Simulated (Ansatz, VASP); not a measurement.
## LiCl in VASP and in Ansatz

Contents of INCAR:

```
SYSTEM = LiCl
ALGO = Normal
EDIFF = 1E-8
ENCUT = 520
GGA = PE
ISIF = 2
ISMEAR = -1
LASPH = .TRUE.
LCHARG = .FALSE.
LEFG = .TRUE.
LREAL = .FALSE.
LWAVE = .FALSE.
NBANDS = 12
NELM = 60
PREC = Accurate
SIGMA = 0.03
```

File KPOINTS:

```
k-points
0
G
  9 9 9
  0 0 0
```

POSCAR

```
LiCl
1.0
    0.0000000000      2.6673504000      2.5647600000
    2.6673504000      0.0000000000      2.5647600000
    2.6673504000      2.6673504000      0.0000000000
Li Cl
1 1
Direct
    0.0000000000      0.0000000000      0.0000000000
    0.5000000000      0.5000000000      0.5000000000
```

Input for Ansatz:

```yaml
crystal:
  lattice:
    - [0.0, 2.6673504, 2.56476]
    - [2.6673504, 0.0, 2.56476]
    - [2.6673504, 2.6673504, 0.0]
  atoms:
    - { symbol: Li, position: [0.0, 0.0, 0.0] }
    - { symbol: Cl, position: [0.5, 0.5, 0.5] }
kpoints:
  mp_grid: { grid: [9, 9, 9] }
scf:
  occupations: { method: fermi_dirac, width: 0.03 }
hamiltonian:
  xc: pbe
  pseudopotentials: { kind: paw }
output:
  forces: true
  stress: true
  eigenvalues: true
  efg: { contact_densities: true }
```

Change from the starting cell: x and y stretched by +4 %, z held, PAW files.

Alike in both runs: task electric field gradients; functional PBE; k mesh 9 × 9 × 9; occupations fermi-dirac, width 0.03 eV; no spin polarisation.

|  | VASP | Ansatz |
| --- | --- | --- |
| version | VASP 6.6.1 | Ansatz 0.2.0 |
| potentials or method | VASP PAW PBE potentials, release 64 (Li_sv, Cl) | PAW with Ansatz's default frozen-core files, scalar-relativistic |
| plane-wave cutoff (eV) | 520 | 420 |
| valence electrons in the cell | 10 | 10 |

Ansatz gave:

| Quantity | Value |
| --- | --- |
| gap on the k mesh at the Fermi level (eV) | 5.87 |
| size of Vzz on the site where it differs most (V/Å²) | 2.9 |

What did VASP give for the same quantities?

gap on the k mesh at the Fermi level (eV): 5.88; size of Vzz on the site where it differs most (V/Å²): 2.5.

The functional is the same, so the differences come from potentials, cutoffs and numerics.

Noted on VASP's run: the cutoff is short for stress, so the pressure is rough.
